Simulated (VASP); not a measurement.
Set up this calculation in VASP 6.6.1, as the native input.

```yaml
Task: relaxation of cell and atoms
Functional: PBE
Potentials_or_basis: VASP PAW PBE potentials, release 64 (Na_pv, Cl)
Cutoff: 500 eV
k_mesh: 4 × 4 × 4
Occupations: gaussian, width 0.01 eV
Spin: no spin polarisation
Dipole_correction: no
Further_INCAR_settings: ALGO = Normal; EDIFF = 1e-07; IBRION = 2; EDIFFG = -0.01; NSW = 80; ISIF = 3
```

The structure of NaCl lies in POSCAR:

```
NaCl
1.0
    0.0000000000      2.8673938517      2.9253190499
    2.8673938517      0.0000000000      2.9253190499
    2.8673938517      2.8673938517      0.0000000000
Na Cl
1 1
Direct
    0.0000000000      0.0000000000      0.0000000000
    0.5000000000      0.5000000000      0.5000000000
```

The input as run:

INCAR

```
SYSTEM = NaCl
ALGO = Normal
EDIFF = 1E-7
EDIFFG = -0.01
ENCUT = 500
GGA = PE
GGA_COMPAT = .False.
IBRION = 2
ISIF = 3
ISMEAR = 0
LASPH = .True.
LCHARG = .False.
LREAL = .False.
LWAVE = .False.
NELM = 120
NELMIN = 4
NSW = 80
PREC = Accurate
SIGMA = 0.01
```

KPOINTS

```
k-points
0
Gamma
  4 4 4
  0 0 0
```

Potentials or basis: VASP PAW PBE potentials, release 64 (Na_pv, Cl).

Launch:

```console
$ cat potpaw_PBE.64/Na_pv/POTCAR potpaw_PBE.64/Cl/POTCAR > POTCAR
$ mpirun -np 1 vasp_std > vasp.out
```

Results of the run:

```yaml
Relaxed_volume: 23.07 Å³/atom
Relaxed_cell: a = 4.025 Å, b = 4.025 Å, c = 4.028 Å, α = 59.97°, β = 59.97°, γ = 60.05°
Space_group_after_relaxing_to_0.1_Å: Fm-3m (No. 225)
Energy_gained_by_relaxing: 3.4 meV/atom
Ionic_steps: 6
Pressure_after_relaxing: 0.0 GPa
Band_gap_on_the_k_mesh: 5.00 eV
```

Caveat: the k points lie up to 0.48 Å⁻¹ apart in the final cell.

Wall time 40 s on 1 thread of Intel Xeon 8259CL, on a shared host, peak memory 0.16 GiB.
